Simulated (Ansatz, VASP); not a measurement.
# GePO4 in VASP and in Ansatz

POSCAR

```
GePO4
1.0
    0.0000000000      4.6760950000      0.0000000000
    4.6760950000      0.0000000000      0.0000000000
    2.3380480000      2.3380480000     -3.5642380000
P Ge O
1 1 4
Direct
    0.0000000000      0.0000000000      0.0000000000
    0.7500000000      0.2500000000      0.5000000000
    0.4000000000      0.3000000000      0.7200000000
    0.7000000000      0.1200000000      0.2800000000
    0.8800000000      0.9800000000      0.7200000000
    0.0200000000      0.6000000000      0.2800000000
```

The input INCAR.step1:

```
SYSTEM = GePO4
PREC = Accurate ; ENCUT = 660
ISMEAR = 0 ; SIGMA = 0.0471
LREAL = .FALSE. ; LASPH = .TRUE.
NELM = 120 ; NBANDS = 30
GGA = PE ; ALGO = Normal
EDIFF = 1E-5 ; LWAVE = .TRUE.
LCHARG = .FALSE. ; GGA_COMPAT = .FALSE.
```

File INCAR.step2:

```
SYSTEM = GePO4
PREC = Accurate ; ENCUT = 660
EDIFF = 1E-6 ; ISMEAR = 0
SIGMA = 0.0471 ; LREAL = .FALSE.
LASPH = .TRUE. ; NELM = 120
ALGO = Normal ; ISIF = 2
LWAVE = .FALSE. ; LCHARG = .FALSE.
METAGGA = R2SCAN ; LMIXTAU = .TRUE.
NBANDS = 30 ; ISTART = 1
GGA_COMPAT = .FALSE.
```

File KPOINTS:

```
regular mesh
0
G
  5 5 5
  0 0 0
```

Input for Ansatz:

```yaml
crystal:
  lattice:
    - [0.0, 4.676095, 0.0]
    - [4.676095, 0.0, 0.0]
    - [2.338048, 2.338048, -3.564238]
  atoms:
    - { symbol: P, position: [0.0, 0.0, 0.0] }
    - { symbol: Ge, position: [0.75, 0.25, 0.5] }
    - { symbol: O, position: [0.4, 0.3, 0.72] }
    - { symbol: O, position: [0.7, 0.12, 0.28] }
    - { symbol: O, position: [0.88, 0.98, 0.72] }
    - { symbol: O, position: [0.02, 0.6, 0.28] }
  symmetry: { tolerance: 0.0003 }
kpoints:
  mp_grid: { grid: [5, 5, 5], shift: [0, 0, 0] }
magnetization:
  spin_polarized: false
scf:
  occupations: { method: gaussian, width: 0.0471 }
hamiltonian:
  pseudopotentials: { kind: paw }
  xc: r2scan
basis:
  ecutwfc: 500
output:
  forces: true
  stress: true
  eigenvalues: true
  write_density: true
  write_potential: true
  elf: true
  volumetric_format: npy
```

Alike in both runs: task single point; functional r2SCAN; k mesh 5 × 5 × 5; occupations gaussian, width 0.0471 eV; no spin polarisation.

|  | VASP | Ansatz |
| --- | --- | --- |
| version | VASP 6.6.1 | Ansatz 0.2.0 |
| potentials or method | VASP PAW PBE potentials, release 64 (P, Ge_d, O), cutoff 660 eV | PAW plane waves |
| valence electrons in the cell | 43 | 43 |

Ansatz gave:

```
gap on the k mesh at the Fermi level (eV) : none
rms of the force components (eV/Å)        : 5.128
```

Task: What did VASP give for the same quantities?

Result: gap on the k mesh at the Fermi level (eV): none; rms of the force components (eV/Å): 5.149.

VASP's potentials were made for PBE, not for r2SCAN. Atom by atom the forces differ by 0.039 eV/Å (rms over components). A gap of «none» marks a metal or a gap that the smearing closes.
